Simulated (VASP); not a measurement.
Set up this calculation in VASP 6.6.1, as the native input.

| Property | Result |
| --- | --- |
| Task | single point |
| Functional | PBE |
| Potentials or basis | VASP PAW PBE potentials, release 64 (Bi_d) |
| Cutoff | 520 eV |
| k mesh | 16 × 16 × 16 |
| Occupations | gaussian, width 0.1 eV |
| Spin | no spin polarisation |
| Dipole correction | no |
| Further INCAR settings | ALGO = Normal; EDIFF = 1e-06; NBANDS = 14 |

The structure of Bi lies in POSCAR:

```
Bi
1.0
    3.2751592256      0.0000000000      0.0000000000
    0.0000000000      3.2751592256      0.0000000000
    0.0000000000      0.0000000000      3.2751592256
Bi
1
Direct
    0.0000000000      0.0000000000      0.0000000000
```

One way to write it, as run:

INCAR

```
ALGO = Normal
EDIFF = 1E-6
ENCUT = 520
GGA = PE
ISIF = 2
ISMEAR = 0
LASPH = T
LCHARG = T
LELF = T
LREAL = F
LVHAR = T
LWAVE = F
NBANDS = 14
NELM = 80
PREC = Accurate
SIGMA = 0.1
```

KPOINTS

```
k-points
0
Gamma
  16 16 16
```

Potentials or basis: VASP PAW PBE potentials, release 64 (Bi_d).

Run with:

```bash
$ cat potpaw_PBE.64/Bi_d/POTCAR > POTCAR
$ mpirun -np 1 vasp_std > vasp.out
```

Results of the run:

- Pressure: -0.1 GPa

Wall time 21 s on 1 thread of Intel(R) Xeon(R) Platinum 8559C (Emerald Rapids), on a shared host, peak memory 0.19 GiB.
